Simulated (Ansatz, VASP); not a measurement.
# Ge in VASP and in Ansatz

```xyz
2
Lattice="0.0000 2.8289 2.8289 2.8289 0.0000 2.8289 2.8289 2.8289 0.0000" Properties=species:S:1:pos:R:3 pbc="T T T"
Ge    4.2434    4.2434    4.2434
Ge    2.8289    2.8289    2.8289
```

Alike in both runs: functional BLYP; k mesh 8 × 8 × 8; occupations methfessel-paxton of order 1, width 0.1 eV; non-collinear spin, spin-orbit coupling.

```csv
,VASP,Ansatz
version,VASP 6.6.1,Ansatz 0.2.0
potentials or method,"VASP PAW PBE potentials, release 64 (Ge_d)",Ansatz PAW
plane-wave cutoff (eV),500,420
valence electrons in the cell,28,28
task,single point,electrostatic potential
```

|  | VASP | Ansatz | Ansatz less VASP |
| --- | --- | --- | --- |
| pressure (GPa) | 7.6 | 7.3 | -0.35 |
| net moment per atom (μB) | 0.00 | 0.00 | 0.000 |

VASP's potentials were made for PBE, not for BLYP. The functional is the same, so the differences come from potentials, cutoffs and numerics.
